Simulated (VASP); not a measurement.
A run of VASP 6.6.1 is set up as follows.

File INCAR:

```
SYSTEM = Si3N4
PREC = Accurate
ENCUT = 700
EDIFF = 1E-6
ISMEAR = 0
SIGMA = 0.01
LREAL = .FALSE.
LASPH = .TRUE.
NELM = 120
ALGO = Normal
ISIF = 2
LWAVE = .FALSE.
LCHARG = .FALSE.
GGA = CA
NBANDS = 45
ISYM = -1
GGA_COMPAT = .FALSE.
```

File KPOINTS:

```
explicit points
32
Reciprocal
  0.12500000   0.12500000   0.12500000 2
  0.12500000   0.12500000   0.37500000 2
  0.12500000   0.12500000   0.62500000 2
  0.12500000   0.12500000   0.87500000 2
  0.12500000   0.37500000   0.12500000 2
  0.12500000   0.37500000   0.37500000 2
  0.12500000   0.37500000   0.62500000 2
  0.12500000   0.37500000   0.87500000 2
  0.12500000   0.62500000   0.12500000 2
  0.12500000   0.62500000   0.37500000 2
  0.12500000   0.62500000   0.62500000 2
  0.12500000   0.62500000   0.87500000 2
  0.12500000   0.87500000   0.12500000 2
  0.12500000   0.87500000   0.37500000 2
  0.12500000   0.87500000   0.62500000 2
  0.12500000   0.87500000   0.87500000 2
  0.37500000   0.12500000   0.12500000 2
  0.37500000   0.12500000   0.37500000 2
  0.37500000   0.12500000   0.62500000 2
  0.37500000   0.12500000   0.87500000 2
  0.37500000   0.37500000   0.12500000 2
  0.37500000   0.37500000   0.37500000 2
  0.37500000   0.37500000   0.62500000 2
  0.37500000   0.37500000   0.87500000 2
  0.37500000   0.62500000   0.12500000 2
  0.37500000   0.62500000   0.37500000 2
  0.37500000   0.62500000   0.62500000 2
  0.37500000   0.62500000   0.87500000 2
  0.37500000   0.87500000   0.12500000 2
  0.37500000   0.87500000   0.37500000 2
  0.37500000   0.87500000   0.62500000 2
  0.37500000   0.87500000   0.87500000 2
```

Contents of POSCAR:

```
Si3N4
1.0
    0.0000000000      3.8382500000      3.8382500000
    3.8382500000      0.0000000000      3.8382500000
    3.8382500000      3.8382500000      0.0000000000
Si N
6 8
Direct
    0.6250000000      0.6250000000      0.6250000000
    0.1250000000      0.6250000000      0.6250000000
    0.6250000000      0.6250000000      0.1250000000
    0.6250000000      0.1250000000      0.6250000000
    0.0000000000      0.0000000000      0.0000000000
    0.2500000000      0.2500000000      0.2500000000
    0.3824000000      0.3824000000      0.3824000000
    0.3972000000      0.8676000000      0.8676000000
    0.3824000000      0.3824000000      0.8528000000
    0.8676000000      0.3972000000      0.8676000000
    0.8528000000      0.3824000000      0.3824000000
    0.8676000000      0.8676000000      0.8676000000
    0.3824000000      0.8528000000      0.3824000000
    0.8676000000      0.8676000000      0.3972000000
```

Potentials or basis: VASP PAW LDA potentials, release 64 (Si, N).

Run with:

```bash
$ cat potpaw_LDA.64/Si/POTCAR potpaw_LDA.64/N/POTCAR > POTCAR
$ mpirun -np 1 vasp_std > vasp.out
```

(1) Predict the band gap on the k mesh.

(2) What does it give for the pressure?

## Answers

(1) 3.65 eV (least direct gap 3.67 eV).

(2) 2.4 GPa.

Caveat: a shifted mesh leaves out Γ, where band edges can lie.
